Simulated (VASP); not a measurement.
# Na4BeAs2 (R-3m) in VASP: single point with r2SCAN

Aim: the single point of Na4BeAs2 with r2SCAN.

Everything below comes from runs of VASP 6.6.1. Logs are shortened: lines on timing, memory, paths and dates and some standing lists are left out, and cuts for length are marked.

### Step 1. The cell of the first run

The structure is trigonal, space group R-3m (No. 166). The conventional cell has a = 5.029 Å, b = 5.029 Å, c = 23.990 Å, α = 90.00°, β = 90.00°, γ = 120.00°. Be (site symmetry -3m) has 2 As at 2.06 Å within 2.7 Å. Within 4.0 Å of Na (site symmetry 3m) lie 3 As at 3.00 Å and 3 Be at 3.18 Å and 6 Na at 3.36 to 3.88 Å. Within 3.9 Å of Na (site symmetry 3m) lie 4 As at 2.96 to 3.05 Å and 6 Na at 3.36 to 3.55 Å. Within 2.7 Å of As (site symmetry 3m) lie 1 Be at 2.06 Å.

### Step 2. Single point, r2SCAN

POSCAR

```
Na4BeAs2
1.0
    2.5146118470      4.3554354803     -0.0000007578
   -2.5146118470      4.3554354803     -0.0000007578
    0.0000000000     -2.9036222621      7.9965751117
Be Na As
1 4 2
Direct
    0.0000000000      0.0000000000      0.0000000000
    0.3869505335      0.3869505335      0.1608516005
    0.6130494665      0.6130494665      0.8391483995
    0.2090713999      0.2090713999      0.6272141998
    0.7909286001      0.7909286001      0.3727858002
    0.0858413260      0.0858413260      0.2575239779
    0.9141586740      0.9141586740      0.7424760221
```

INCAR.step1

```
SYSTEM = Na4BeAs2
ALGO = Normal ; EDIFF = 1E-4
ENCUT = 520 ; GGA = PE
ISMEAR = -1 ; LASPH = .TRUE.
LCHARG = .FALSE. ; LREAL = .FALSE.
LWAVE = .TRUE. ; NBANDS = 29
NELM = 80 ; PREC = Accurate
SIGMA = 0.1155
```

INCAR.step2

```
SYSTEM = Na4BeAs2
ALGO = Normal ; EDIFF = 1E-7
ENCUT = 520 ; ISIF = 2
ISMEAR = -1 ; ISTART = 1
LASPH = .TRUE. ; LCHARG = .FALSE.
LMIXTAU = .TRUE. ; LREAL = .FALSE.
LWAVE = .FALSE. ; METAGGA = R2SCAN
NBANDS = 29 ; NELM = 80
PREC = Accurate ; SIGMA = 0.1155
```

KPOINTS

```
k-points
0
G
  6 6 6
  0 0 0
```

Potentials or basis: VASP PAW PBE potentials, release 64 (Be, Na_pv, As).

Launch:

```sh
> cat potpaw_PBE.64/Be/POTCAR potpaw_PBE.64/Na_pv/POTCAR potpaw_PBE.64/As/POTCAR > POTCAR
> cp INCAR.step1 INCAR
> mpirun -np 1 vasp_std > vasp.out
> cp INCAR.step2 INCAR
> mpirun -np 1 vasp_std > vasp.out
```

OUTCAR:

```text
SYSTEM = Na4BeAs2
   EDIFF = 1E-7
   ENCUT = 520
   ISIF = 2
   ISMEAR = -1
   ISTART = 1
   LASPH = .TRUE.
   LREAL = .FALSE.
   METAGGA = R2SCAN
   NELM = 80
   PREC = Accurate

 ion  position               nearest neighbor table
   1  0.000  0.000  0.000-   6 2.06   7 2.06
   2  0.387  0.387  0.161-
   3  0.613  0.613  0.839-
   4  0.209  0.209  0.627-
   5  0.791  0.791  0.373-
   6  0.086  0.086  0.258-   1 2.06
   7  0.914  0.914  0.742-   1 2.06

  LATTYP: Found a trigonal (rhomboedric) cell.
 ALAT       =     8.5074223922
 COS(alpha) =     0.8252666037

  Lattice vectors:

 A1 = (  -2.5146118470,   1.4518132182,   7.9965743539)
 A2 = (   0.0000000000,  -2.9036222621,   7.9965751117)
 A3 = (   2.5146118470,   1.4518132182,   7.9965743539)

Analysis of symmetry for initial positions (statically):
=====================================================================
 Subroutine PRICEL returns:
 Original cell was already a primitive cell.

 Routine SETGRP: Setting up the symmetry group for a
 trigonal (rhombohedral) supercell.

 Subroutine GETGRP returns: Found 12 space group operations
 (whereof 12 operations were pure point group operations)
 out of a pool of 12 trial point group operations.

The static configuration has the point symmetry D_3d.

Analysis of symmetry for dynamics (positions and initial velocities):
=====================================================================
 Subroutine PRICEL returns:
 Original cell was already a primitive cell.

 Routine SETGRP: Setting up the symmetry group for a
 trigonal (rhombohedral) supercell.

 Subroutine GETGRP returns: Found 12 space group operations
 (whereof 12 operations were pure point group operations)
 out of a pool of 12 trial point group operations.

The dynamic configuration has the point symmetry D_3d.

 Subroutine INISYM returns: Found 12 space group operations
 (whereof 12 operations are pure point group operations),
 and found     1 'primitive' translations

----------------------------------------------------------------------------------------

                                     Primitive cell

  volume of cell :     175.1606

  direct lattice vectors                    reciprocal lattice vectors
     2.514611847  4.355435480 -0.000000758     0.198837845  0.114799090  0.041684495
    -2.514611847  4.355435480 -0.000000758    -0.198837845  0.114799090  0.041684495
     0.000000000 -2.903622262  7.996575112     0.000000000  0.000000022  0.125053545

  length of vectors
     5.029223694  5.029223694  8.507422392     0.233351488  0.233351488  0.125053545

  position of ions in fractional coordinates (direct lattice)
     0.000000000  0.000000000  0.000000000
     0.386950533  0.386950533  0.160851601
     0.613049467  0.613049467  0.839148399
     0.209071400  0.209071400  0.627214200
     0.790928600  0.790928600  0.372785800
     0.085841326  0.085841326  0.257523978
     0.914158674  0.914158674  0.742476022

  ion indices of the primitive-cell ions
   primitive index   ion index
                 1           1
                 2           2
                 3           3
                 4           4
                 5           5
                 6           6
                 7           7

----------------------------------------------------------------------------------------

 KPOINTS: k-points

Automatic generation of k-mesh.
 Grid dimensions read from file:
 generate k-points for:    6    6    6

 Generating k-lattice:

  Cartesian coordinates                     Fractional coordinates (reciprocal lattice)
     0.033139641  0.019133182  0.006947416     0.166666667  0.000000000  0.000000000
    -0.033139641  0.019133182  0.006947416     0.000000000  0.166666667  0.000000000
     0.000000000  0.000000004  0.020842257     0.000000000  0.000000000  0.166666667

  Length of vectors
     0.038891915  0.038891915  0.020842257

  Shift w.r.t. Gamma in fractional coordinates (k-lattice)
     0.000000000  0.000000000  0.000000000

 Subroutine IBZKPT returns following result:
 ===========================================

 Found     32 irreducible k-points:

 Following reciprocal coordinates:
            Coordinates               Weight
  0.000000  0.000000  0.000000      1.000000
  0.166667  0.000000 -0.000000      6.000000
  0.333333 -0.000000  0.000000      6.000000
  0.500000 -0.000000  0.000000      3.000000
  0.166667  0.166667 -0.000000      6.000000
  0.333333  0.166667  0.000000     12.000000
[... 16 lines left out ...]
  0.333333  0.333333  0.166667      6.000000
  0.500000  0.333333  0.166667     12.000000
 [... further k-points ...]
   k-points           NKPTS =     32   k-points in BZ     NKDIM =     32   number of bands    NBANDS=     29
   number of dos      NEDOS =    301   number of ions     NIONS =      7
   total plane-waves  NPLWV = 102400
   dimension x,y,z NGX =    40 NGY =   40 NGZ =   64
   dimension x,y,z NGXF=    80 NGYF=   80 NGZF=  128
   ions per type =               1   4   2
   NGX,Y,Z   is equivalent  to a cutoff of  13.22, 13.22, 12.51 a.u.
   NGXF,Y,Z  is equivalent  to a cutoff of  26.44, 26.44, 25.01 a.u.
 SYSTEM =  Na4BeAs2
   PREC   = accura    normal or accurate (medium, high low for compatibility)
   ISTART =      1    job   : 0-new  1-cont  2-samecut
   ICHARG =      0    charge: 1-file 2-atom 10-const
   ISPIN  =      1    spin polarized calculation?
   LNONCOLLINEAR =      F non collinear calculations
   LSORBIT =      F    spin-orbit coupling
   LASPH  =      T    aspherical Exc in radial PAW
   ENCUT  =  520.0 eV  38.22 Ry    6.18 a.u.   9.35  9.35 15.82*2*pi/ulx,y,z
   NELM   =     80;   NELMIN=  2; NELMDL=  0     # of ELM steps
   EDIFF  = 0.1E-06   stopping-criterion for ELM
   LREAL  =      F    real-space projection
   EDIFFG = 0.1E-05   stopping-criterion for IOM
   NSW    =      0    number of steps for IOM
   IBRION =     -1    ionic relax: 0-MD 1-quasi-New 2-CG
   NFREE  =      0    steps in history (QN), initial steepest desc. (CG)
   ISIF   =      2    stress and relaxation
   ISYM   =      2    0-nonsym 1-usesym 2-fastsym
   POTIM  = 0.5000    time-step for ionic-motion
   TEBEG  =    0.0;   TEEND  =   0.0 temperature during run
   PSTRESS=    0.0 pullay stress
   NELECT =      40.0000    total number of electrons
   NUPDOWN=      -1.0000    fix difference up-down
   EMIN   =  10.00;   EMAX   =-10.00  energy-range for DOS
   EFERMI =   0.00;   METHOD = LEGACY
   ISMEAR =    -1;   SIGMA  =   0.12  broadening in eV -4-tet -1-fermi 0-gaus
   EFERMI_NEDOS =   21; number of points for ismear=-14 and -15
   IALGO  =     38    algorithm
   IMIX   =      4    mixing-type and parameters
     AMIX     =   0.40;   BMIX     =  1.00
     AMIX_MAG =   1.60;   BMIX_MAG =  1.00
  volume/ion in A,a.u.               =      25.02       168.86
  Fermi-wavevector in a.u.,A,eV,Ry     =   1.000651  1.890956 13.623548  1.001303
  Thomas-Fermi vector in A             =   2.133021
   LORBIT       =      0    0 simple, 1 ext, 2 COOP (PROOUT), +10 PAW based schemes
   METAGGA = R2SCAN    functional components
   LHFCALC =     F    Hartree Fock is set to
   AEXX    =    0.0000 exact exchange contribution
   IVDW    =     0    specifies the selected vdW correction
   LEPSILON=     F    determine dielectric tensor
   LRPA    =     F    only Hartree local field effects (RPA)
 non-spin polarized calculation
  energy-cutoff  :      520.00
  volume of cell :      175.16
 maximum number of plane-waves:      4740
 NGX is ok and might be reduce to    40
   NGX = 19   NGY = 19   NGZ = 31

 number of electron      40.0000024 magnetization

 Free energy of the ion-electron system (eV)
  ---------------------------------------------------
  ext. energy  EPLUGINS =         0.00000000
  ---------------------------------------------------
  free energy    TOTEN  =       -51.72327755 eV

  energy without entropy =      -51.72262635  energy(sigma->0) =      -51.72295195

 E-fermi :   1.5588     XC(G=0):  -8.0579

 val. band max:        0.8124055810   @ k =   0.0000   0.0000   0.5000
 cond. band min:       1.9529740292   @ k =   0.0000   0.0000   0.0000
 fundamental gap:      1.1405684482
 Fermi energy:         1.5587752551

 k-point     1 :       0.0000    0.0000    0.0000
  band No.  band energies     occupation
      1     -23.9489      2.00000
      2     -23.9424      2.00000
      3     -23.8852      2.00000
      4     -23.8850      2.00000
      5     -23.8816      2.00000
      6     -23.8814      2.00000
[... 21 lines left out ...]
     28       6.2831      0.00000
     29       6.9552      0.00000

 k-point     2 :       0.1667    0.0000   -0.0000
  band No.  band energies     occupation
      1     -23.9487      2.00000
      2     -23.9430      2.00000
      3     -23.8857      2.00000
      4     -23.8855      2.00000
      5     -23.8823      2.00000
      6     -23.8817      2.00000
[... 21 lines left out ...]
     28       6.6847      0.00000
     29       7.1497      0.00000

 k-point     3 :       0.3333   -0.0000    0.0000
  band No.  band energies     occupation
      1     -23.9481      2.00000
      2     -23.9442      2.00000
      3     -23.8866      2.00000
      4     -23.8865      2.00000
      5     -23.8839      2.00000
      6     -23.8821      2.00000
[... 21 lines left out ...]
     28       7.6076      0.00000
     29       7.9056      0.00000

 k-point     4 :       0.5000   -0.0000    0.0000
  band No.  band energies     occupation
      1     -23.9475      2.00000
      2     -23.9451      2.00000
      3     -23.8870      2.00000
      4     -23.8869      2.00000
      5     -23.8847      2.00000
      6     -23.8823      2.00000
[... 597 lines left out ...]
     28       7.4466      0.00000
     29       8.0194      0.00000

 k-point    23 :       0.3333    0.3333    0.1667
  band No.  band energies     occupation
      1     -23.9480      2.00000
      2     -23.9442      2.00000
      3     -23.8870      2.00000
      4     -23.8867      2.00000
      5     -23.8837      2.00000
      6     -23.8817      2.00000
[... 21 lines left out ...]
     28       7.5912      0.00000
     29       7.7529      0.00000

 k-point    24 :       0.5000    0.3333    0.1667
  band No.  band energies     occupation
      1     -23.9473      2.00000
      2     -23.9452      2.00000
      3     -23.8887      2.00000
      4     -23.8858      2.00000
      5     -23.8841      2.00000
      6     -23.8825      2.00000
[... 21 lines left out ...]
     28       7.5485      0.00000
     29       8.1408      0.00000

 [... further k-points ...]
[... 5 lines left out ...]
  --------------------------------------------------------------------------------------
  -------------------------------------------------------------------------------------
  Total       -0.0565723     -0.0565723     -0.0793398      0.0000000     -0.0000000      0.0000000
  in kB       -0.5174617     -0.5174617     -0.7257137      0.0000000     -0.0000000      0.0000000
  external PRESSURE =      -0.5868790 kB  Pullay stress =       0.0000000 kB

 VOLUME and BASIS-vectors are now :
 -----------------------------------------------------------------------------
  energy-cutoff  :      520.00
  volume of cell :      175.16
      direct lattice vectors                 reciprocal lattice vectors
     2.514611847  4.355435480 -0.000000758     0.198837845  0.114799090  0.041684495
    -2.514611847  4.355435480 -0.000000758    -0.198837845  0.114799090  0.041684495
     0.000000000 -2.903622262  7.996575112     0.000000000  0.000000022  0.125053545

 POSITION                                       TOTAL-FORCE (eV/Angst)
 -----------------------------------------------------------------------------------
      0.00000      0.00000      0.00000         0.000000      0.000000      0.000000
      0.00000      2.90362      1.28626        -0.000000      0.000000      0.007651
      0.00000      2.90362      6.71031         0.000000     -0.000000     -0.007651
      0.00000      0.00000      5.01557        -0.000000     -0.000000     -0.000149
      0.00000      5.80725      2.98101        -0.000000      0.000000      0.000149
      0.00000      0.00000      2.05931         0.000000      0.000000      0.001053
      0.00000      5.80725      5.93726         0.000000     -0.000000     -0.001053
 -----------------------------------------------------------------------------------
    total drift:                               -0.000000     -0.000000     -0.000000

  FREE ENERGIE OF THE ION-ELECTRON SYSTEM (eV)
  ---------------------------------------------------
  free  energy   TOTEN  =       -51.7232775462 eV

  energy  without entropy=      -51.7226263492  energy(sigma->0) =      -51.72295195
```

Run time: 13 min. Hardware: 1 thread of AMD EPYC 7R43 (Zen 3), shared host; peak memory 0.39 GiB.

Results:

```yaml
Free_energy: -51.7233 eV
Pressure: -0.1 GPa
Largest_force: 0.008 eV/Å
Band_gap_on_the_k_mesh: 1.14 eV (least direct gap 1.27 eV)
```

Forces in eV/Å, atoms in the order of the input:
```
Be   0.000  0.000  0.000
Na   0.000  0.000  0.008
Na   0.000  0.000 -0.008
Na   0.000  0.000  0.000
Na   0.000  0.000  0.000
As   0.000  0.000  0.001
As   0.000  0.000 -0.001
```

Caveat: the PAW data sets were made with another functional, which shifts forces and pressure a little. A k mesh can miss the band edges.
